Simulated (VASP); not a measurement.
A run of VASP 6.6.1 is set up as follows.

The input INCAR:

```
SYSTEM = Ge6Cl
ALGO = Normal ; DIPOL = 0.5 0.5 0.339
EDIFF = 1E-6 ; ENCUT = 520
GGA = PE ; IDIPOL = 3
ISIF = 2 ; ISMEAR = 0
LASPH = .TRUE. ; LCHARG = .FALSE.
LDIPOL = .TRUE. ; LREAL = .FALSE.
LWAVE = .FALSE. ; NBANDS = 54
NELM = 100 ; PREC = Accurate
SIGMA = 0.1
```

KPOINTS

```
k-points
0
G
  7 5 1
  0 0 0
```

POSCAR

```
Ge6Cl
1.0
    4.0740542216      0.0000000000      0.0000000000
    0.0000000000      5.7615827340      0.0000000000
    0.0000000000      0.0000000000     19.5242196567
Ge Cl
6 1
Direct
    0.5000000000      0.0000000000      0.2048737450
    0.0000000000      0.2500000000      0.2048737450
    0.0000000000      0.5005156580      0.3087424243
    0.5000000000      0.7494843420      0.3087424243
    0.5000000000      0.0069199668      0.4109879830
    0.0000000000      0.2430800332      0.4109879830
    1.0000000000      0.3402533001      0.5210850905
```

Potentials or basis: VASP PAW PBE potentials, release 64 (Ge_d, Cl).

Command:

```bash
$ cat potpaw_PBE.64/Ge_d/POTCAR potpaw_PBE.64/Cl/POTCAR > POTCAR
$ mpirun -np 1 vasp_std > vasp.out
```

Q: Predict the band gap on the k mesh.

A: Zero (an odd number of electrons rules out a gap without spin polarisation).

Q: What does it give for the largest force?

A: 0.693 eV/Å.

Forces in eV/Å, atoms in the order of the input:
```
Ge   0.000  0.364  0.453
Ge   0.000 -0.009 -0.388
Ge   0.000  0.062 -0.283
Ge   0.000  0.049  0.201
Ge   0.000 -0.519 -0.459
Ge   0.000 -0.341  0.499
Cl   0.000  0.394 -0.022
```

Caveat: an odd number of electrons without spin polarisation forces a metal; a magnetic or distorted state may lie lower.
